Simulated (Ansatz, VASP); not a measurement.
**Two plane-wave programs on InSe**

```
CELL_PARAMETERS angstrom
5.87493 -2.05527 -0.00529
5.87493 2.05527 -0.00529
-1.60512 0.00000 4.27209
ATOMIC_POSITIONS crystal
In 0.88580 0.88580 0.02905
In 0.11420 0.11420 0.97095
Se 0.65472 0.65472 0.63749
Se 0.34528 0.34528 0.36251
```

Alike in both runs: functional PBEsol; k mesh 8 × 8 × 6; occupations gaussian, width 0.02 eV; no spin polarisation.

Ansatz relaxed the structure, and its values are those at the end. VASP's run is a single point on that final structure, the one shown.

```csv
,VASP,Ansatz
version,VASP 6.6.1,Ansatz 0.2.0
potentials or method,"VASP PAW PBE potentials, release 64 (In_d, Se), cutoff 520 eV","scalar-relativistic, plane waves, PAW"
valence electrons in the cell,38,58
```

|  | VASP | Ansatz | Ansatz less VASP |
| --- | --- | --- | --- |
| gap on the k mesh at the Fermi level (eV) | 0.69 | 0.69 | +0.005 |
| least direct gap on the mesh (eV) | 1.04 | 1.05 | +0.007 |
| pressure (GPa) | 0.1 | 0.0 | -0.07 |
| rms of the force components (eV/Å) | 0.010 | 0.001 | -0.0095 |

VASP's potentials were made for PBE, not for PBEsol. VASP's potentials hold 38 valence electrons a cell and Ansatz's 58, so a difference there can come from the potentials and not from the codes.
